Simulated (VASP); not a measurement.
# Tl (I4_1/amd) in VASP: further runs, part 3 of 3

VASP 6.6.1.

### 5 Relaxation of shape and atoms at fixed volume, PBE

This run uses another cell than the first one, of 17.33 Å³/atom.

INCAR

```
SYSTEM = Tl
PREC = Accurate
ENCUT = 600
EDIFF = 1E-6
ISMEAR = -1
SIGMA = 0.08
LREAL = .FALSE.
LASPH = .TRUE.
NELM = 60
ALGO = Normal
ISIF = 4
LWAVE = .FALSE.
LCHARG = .FALSE.
GGA = PE
IBRION = 2
NSW = 50
EDIFFG = -0.005
```

KPOINTS

```
regular mesh
0
G
  13 13 13
  0 0 0
```

POSCAR

```
Tl
1.0
   -2.5308179444      2.5308179444      1.3531889442
    2.5308179444     -2.5308179444      1.3531889442
    2.5308179444      2.5308179444     -1.3531889442
Tl
2
Direct
   -0.3750000000     -0.1250000000     -0.2500000000
    0.3750000000      0.1250000000      0.2500000000
```

Potentials or basis: VASP PAW PBE potentials, release 64 (Tl_d).

Started as:

```
> cat potpaw_PBE.64/Tl_d/POTCAR > POTCAR
> mpirun -np 1 vasp_std > vasp.out
```

OUTCAR:

```text
SYSTEM = Tl
   PREC = Accurate
   ENCUT = 600
   EDIFF = 1E-6
   ISMEAR = -1
   LREAL = .FALSE.
   LASPH = .TRUE.
   NELM = 60
   ISIF = 4
   GGA = PE
   IBRION = 2
   NSW = 50
   EDIFFG = -0.005

 ion  position               nearest neighbor table
   1  0.625  0.875  0.750-   2 2.62   2 2.62   2 2.62   2 2.62   2 3.24   2 3.24   2 3.24   2 3.24

   2  0.375  0.125  0.250-   1 2.62   1 2.62   1 2.62   1 2.62   1 3.24   1 3.24   1 3.24   1 3.24

  LATTYP: Found a body centered tetragonal cell.
 ALAT       =     5.0616358888
 C/A-ratio  =     0.5346844277

  Lattice vectors:

 A1 = (  -2.5308179444,   2.5308179444,   1.3531889442)
 A2 = (   2.5308179444,  -2.5308179444,   1.3531889442)
 A3 = (   2.5308179444,   2.5308179444,  -1.3531889442)

Analysis of symmetry for initial positions (statically):
=====================================================================
 Subroutine PRICEL returns:
 Original cell was already a primitive cell.

 Routine SETGRP: Setting up the symmetry group for a
 body centered tetragonal supercell.

 Subroutine GETGRP returns: Found 16 space group operations
 (whereof  4 operations were pure point group operations)
 out of a pool of 16 trial point group operations.

The static configuration has the point symmetry C_2h.
 The point group associated with its full space group is D_4h.

Analysis of symmetry for dynamics (positions and initial velocities):
=====================================================================
 Subroutine PRICEL returns:
 Original cell was already a primitive cell.

 Routine SETGRP: Setting up the symmetry group for a
 body centered tetragonal supercell.

 Subroutine GETGRP returns: Found 16 space group operations
 (whereof  4 operations were pure point group operations)
 out of a pool of 16 trial point group operations.

The dynamic configuration has the point symmetry C_2h.
 The point group associated with its full space group is D_4h.

 Subroutine INISYM returns: Found 16 space group operations
 (whereof  4 operations are pure point group operations),
 and found     1 'primitive' translations

----------------------------------------------------------------------------------------

                                     Primitive cell

  volume of cell :      34.6689

  direct lattice vectors                    reciprocal lattice vectors
    -2.530817944  2.530817944  1.353188944     0.000000000  0.197564586  0.369497550
     2.530817944 -2.530817944  1.353188944     0.197564586  0.000000000  0.369497550
     2.530817944  2.530817944 -1.353188944     0.197564586  0.197564586  0.000000000

  length of vectors
     3.826382006  3.826382006  3.826382006     0.418999052  0.418999052  0.279398517

  position of ions in fractional coordinates (direct lattice)
     0.625000000  0.875000000  0.750000000
     0.375000000  0.125000000  0.250000000

  ion indices of the primitive-cell ions
   primitive index   ion index
                 1           1
                 2           2

----------------------------------------------------------------------------------------

 KPOINTS: regular mesh
[... 25 lines left out ...]
  0.000000  0.000000  0.000000      1.000000
  0.076923 -0.000000  0.000000      8.000000
  0.153846 -0.000000  0.000000      8.000000
  0.230769 -0.000000  0.000000      8.000000
  0.307692 -0.000000  0.000000      8.000000
  0.384615 -0.000000  0.000000      8.000000
[... 16 lines left out ...]
  0.384615  0.153846  0.000000     16.000000
  0.461538  0.153846  0.000000     16.000000
 [... further k-points ...]
   k-points           NKPTS =    196   k-points in BZ     NKDIM =    196   number of bands    NBANDS=     17
   number of dos      NEDOS =    301   number of ions     NIONS =      2
   total plane-waves  NPLWV =  32768
   dimension x,y,z NGX =    32 NGY =   32 NGZ =   32
   dimension x,y,z NGXF=    64 NGYF=   64 NGZF=   64
   ions per type =               2
   NGX,Y,Z   is equivalent  to a cutoff of  13.90, 13.90, 13.90 a.u.
   NGXF,Y,Z  is equivalent  to a cutoff of  27.81, 27.81, 27.81 a.u.
 SYSTEM =  Tl
   PREC   = accura    normal or accurate (medium, high low for compatibility)
   ISTART =      0    job   : 0-new  1-cont  2-samecut
   ICHARG =      2    charge: 1-file 2-atom 10-const
   ISPIN  =      1    spin polarized calculation?
   LNONCOLLINEAR =      F non collinear calculations
   LSORBIT =      F    spin-orbit coupling
   LASPH  =      T    aspherical Exc in radial PAW
   ENCUT  =  600.0 eV  44.10 Ry    6.64 a.u.   7.64  7.64  7.64*2*pi/ulx,y,z
   NELM   =     60;   NELMIN=  2; NELMDL= -5     # of ELM steps
   EDIFF  = 0.1E-05   stopping-criterion for ELM
   LREAL  =      F    real-space projection
   EDIFFG = -.5E-02   stopping-criterion for IOM
   NSW    =     50    number of steps for IOM
   IBRION =      2    ionic relax: 0-MD 1-quasi-New 2-CG
   NFREE  =      1    steps in history (QN), initial steepest desc. (CG)
   ISIF   =      4    stress and relaxation
   ISYM   =      2    0-nonsym 1-usesym 2-fastsym
   POTIM  = 0.5000    time-step for ionic-motion
   TEBEG  =    0.0;   TEEND  =   0.0 temperature during run
   PSTRESS=    0.0 pullay stress
   NELECT =      26.0000    total number of electrons
   NUPDOWN=      -1.0000    fix difference up-down
   EMIN   =  10.00;   EMAX   =-10.00  energy-range for DOS
   EFERMI =   0.00;   METHOD = LEGACY
   ISMEAR =    -1;   SIGMA  =   0.08  broadening in eV -4-tet -1-fermi 0-gaus
   EFERMI_NEDOS =   21; number of points for ismear=-14 and -15
   IALGO  =     38    algorithm
   IMIX   =      4    mixing-type and parameters
     AMIX     =   0.40;   BMIX     =  1.00
     AMIX_MAG =   1.60;   BMIX_MAG =  1.00
  volume/ion in A,a.u.               =      17.33       116.98
  Fermi-wavevector in a.u.,A,eV,Ry     =   1.487371  2.810723 30.099779  2.212271
  Thomas-Fermi vector in A             =   2.600540
   LORBIT       =      0    0 simple, 1 ext, 2 COOP (PROOUT), +10 PAW based schemes
   GGA     = PE    functional components
   LHFCALC =     F    Hartree Fock is set to
   AEXX    =    0.0000 exact exchange contribution
   IVDW    =     0    specifies the selected vdW correction
   LEPSILON=     F    determine dielectric tensor
   LRPA    =     F    only Hartree local field effects (RPA)
 conjugate gradient relaxation of ions
 non-spin polarized calculation
  energy-cutoff  :      600.00
  volume of cell :       34.67
 maximum number of plane-waves:      1185
   NGX = 15   NGY = 15   NGZ = 15

--------------------------------------- Ionic step        1  -------------------------------------------

 number of electron      25.9999999 magnetization

 Free energy of the ion-electron system (eV)
  ---------------------------------------------------
  ext. energy  EPLUGINS =         0.00000000
  ---------------------------------------------------
  free energy    TOTEN  =         0.21246314 eV

  energy without entropy =        0.22835348  energy(sigma->0) =        0.22040831

------------------------ aborting loop because EDIFF is reached ----------------------------------------

  FORCE on cell =-STRESS in cart. coord.  units (eV):
  Direction    XX          YY          ZZ          XY          YZ          ZX
  --------------------------------------------------------------------------------------
  -------------------------------------------------------------------------------------
  Total       19.6011159     19.6011159     19.4739730     -0.0000000      0.0000000      0.0000000
  in kB      905.8392546    905.8392546    899.9635178     -0.0000000      0.0000000      0.0000000
  external PRESSURE =     903.8806757 kB  Pullay stress =       0.0000000 kB
[... 59 lines left out ...]
--------------------------------------- Ionic step        3  -------------------------------------------

 number of electron      25.9999999 magnetization

 Free energy of the ion-electron system (eV)
  ---------------------------------------------------
  ext. energy  EPLUGINS =         0.00000000
  ---------------------------------------------------
  free energy    TOTEN  =         0.21239039 eV

  energy without entropy =        0.22819510  energy(sigma->0) =        0.22029274

 E-fermi :  13.8369     XC(G=0): -12.9011

 val. band max:       13.8335997604   @ k =  -0.2308   0.2308   0.0000
 cond. band min:      13.8413837933   @ k =  -0.2308  -0.3846   0.2308
 fundamental gap:      0.0077840329
 Fermi energy:        13.8369128332

 k-point     1 :       0.0000    0.0000    0.0000
  band No.  band energies     occupation
      1      -1.1650      2.00000
      2      -1.1586      2.00000
      3      -0.9464      2.00000
      4      -0.6568      2.00000
      5      -0.5285      2.00000
      6       1.4187      2.00000
[... 457 lines left out ...]
      4      -0.0211      2.00000
      5       0.5795      2.00000
      6       0.7583      2.00000
[... 9 lines left out ...]
     16      19.2192      0.00000
     17      21.8603      0.00000

 [... further k-points ...]
[... 5 lines left out ...]
  --------------------------------------------------------------------------------------
  -------------------------------------------------------------------------------------
  Total       19.5579413     19.5579413     19.5688711     -0.0000000      0.0000000     -0.0000000
  in kB      903.8439971    903.8439971    904.3491023     -0.0000000      0.0000000     -0.0000000
  external PRESSURE =     904.0123655 kB  Pullay stress =       0.0000000 kB
[... 17 lines left out ...]
  FREE ENERGIE OF THE ION-ELECTRON SYSTEM (eV)
  ---------------------------------------------------
  free  energy   TOTEN  =         0.2123903927 eV

  energy  without entropy=        0.2281950954  energy(sigma->0) =        0.22029274

 reached required accuracy - stopping structural energy minimisation
```

OSZICAR:

```text
N       E                     dE             d eps       ncg     rms          rms(c)
DAV:   1     0.148905532036E+03    0.14891E+03   -0.16711E+04  6672   0.175E+03
DAV:   2     0.208167557322E+01   -0.14682E+03   -0.14532E+03  7002   0.352E+02
DAV:   3    -0.829515982196E-02   -0.20900E+01   -0.20686E+01  8271   0.386E+01
[... 16 lines left out ...]
       N       E                     dE             d eps       ncg     rms          rms(c)
DAV:   1     0.212100951351E+00   -0.33460E-03   -0.11249E-02  7339   0.846E-01    0.798E-02
DAV:   2     0.212304267921E+00    0.20332E-03   -0.18829E-04  7218   0.127E-01    0.434E-02
DAV:   3     0.212391106094E+00    0.86838E-04   -0.20327E-04  7815   0.124E-01    0.723E-03
DAV:   4     0.212390392731E+00   -0.71336E-06   -0.94006E-06  7236   0.264E-02
   3 F= 0.21239039E+00 E0= 0.22029274E+00  d E =-.727469E-04
```

Run time: 70 s. Hardware: 1 thread of Intel Xeon 6975P-C (Granite Rapids), shared host; peak memory 0.26 GiB.

Results:

| Property | Result |
| --- | --- |
| Free energy | 0.2124 eV |
| Energy gained by relaxing | 0.0 meV/atom |
| Ionic steps | 3 |
| Pressure after relaxing | 90.4 GPa |
| Band gap on the k mesh | zero (bands 13 and 14 overlap by 9.86 eV) |

Final structure:
```xyz
2
Lattice="-2.5323 2.5323 1.3516 2.5323 -2.5323 1.3516 2.5323 2.5323 -1.3516" Properties=species:S:1:pos:R:3 pbc="T T T"
Tl    2.5323    1.2661    1.0137
Tl    0.0000    1.2661    0.3379
```

Caveat: spin-orbit coupling is left out, which moves the levels of the heavy elements.

### 6 Single point, PBE (15.00 Å³/atom)

This run uses another cell than the first one, of 15.00 Å³/atom.

INCAR

```
SYSTEM = Tl
ALGO = Normal
EDIFF = 1E-6
ENCUT = 520
GGA = PE
ISIF = 2
ISMEAR = -1
LASPH = .TRUE.
LCHARG = .FALSE.
LREAL = .FALSE.
LWAVE = .FALSE.
NBANDS = 20
NELM = 100
PREC = Accurate
SIGMA = 0.08
```

KPOINTS

```
k-points
0
G
  13 13 13
  0 0 0
```

POSCAR

```
Tl
1.0
   -2.4134690733      2.4134690733      1.2876740544
    2.4134690733     -2.4134690733      1.2876740544
    2.4134690733      2.4134690733     -1.2876740544
Tl
2
Direct
   -0.3750000000     -0.1250000000     -0.2500000000
    0.3750000000      0.1250000000      0.2500000000
```

Potentials or basis: VASP PAW PBE potentials, release 64 (Tl_d).

Started as:

```
> cat potpaw_PBE.64/Tl_d/POTCAR > POTCAR
> mpirun -np 1 vasp_std > vasp.out
```

Run time: 2.7 min. Hardware: 1 thread of Oxide Virtual Turin-like, shared host; peak memory 0.19 GiB.

Results (log left out):

* Free energy: 3.8256 eV
* Pressure: 166.0 GPa
* Band gap on the k mesh: zero (bands 13 and 14 overlap by 10.18 eV)

Levels at points of the mesh, in eV from the Fermi level:
| k point | band 11 | band 12 | band 13 | band 14 | band 15 | band 16 |
| --- | --- | --- | --- | --- | --- | --- |
| (0.00, 0.00, 0.00) | -11.03 | -2.06 | -2.06 | 1.42 | 6.87 | 10.25 |

Caveat: the cell stands under pressure; spin-orbit coupling is left out, which moves the levels of the heavy elements.

### 7 Summary

```csv
task,cell,cutoff (eV),gap on the mesh (eV),pressure (GPa)
single point,"a = 4.629 Å, angles 97.2, 97.2, 138.6°, 2 atoms",520,none,2.3
single point,"a = 4.758 Å, angles 97.2, 97.2, 138.6°, 2 atoms",520,none,0.0
relaxation of shape and atoms at fixed volume,"relaxed from a = 3.826 Å, angles 97.2, 97.2, 138.6°, 2 atoms",600,none,90.4
single point,"a = 3.648 Å, angles 97.2, 97.2, 138.7°, 2 atoms",520,none,166.0
```

Alike in all rows: level PBE; potentials or basis VASP PAW PBE potentials, release 64 (Tl_d); no spin polarisation; k mesh 13 × 13 × 13; smearing fermi-dirac 0.08 eV.

Caveats: spin-orbit coupling is left out, which moves the levels of the heavy elements; the cell stands under pressure (at least some runs).

Absolute energies hang on the potentials; compare differences alone.

The gap in the log of VASP goes by the Fermi energy; the results here count the filled bands.